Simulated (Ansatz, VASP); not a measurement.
## Hf: VASP beside Ansatz

```
Hf
1.0
     0.00000    2.22000    2.22000
     2.22000    0.00000    2.22000
     2.22000    2.22000    0.00000
Hf
1
Cartesian
  0.0000 0.0000 0.0000
```

Alike in both runs: task electric field gradients; functional LDA; k mesh 16 × 16 × 16; occupations fermi-dirac, width 0.03 eV; no spin polarisation.

|  | VASP | Ansatz |
| --- | --- | --- |
| version | VASP 6.6.1 | Ansatz 0.2.0 |
| potentials or method | VASP PAW LDA potentials, release 64 (Hf_pv) | PAW with Ansatz's default frozen-core files, scalar-relativistic |
| plane-wave cutoff (eV) | 520 | 420 |
| valence electrons in the cell | 10 | 26 |

```tsv
	VASP	Ansatz	Ansatz less VASP
pressure (GPa)	-5.8	-5.8	+0.02
```

LDA's correlation is that of Perdew and Zunger in VASP and of Perdew and Wang (1992) in Ansatz. VASP's potentials hold 10 valence electrons a cell and Ansatz's 26, so a difference there can come from the potentials and not from the codes.

Spin-orbit coupling is off throughout.
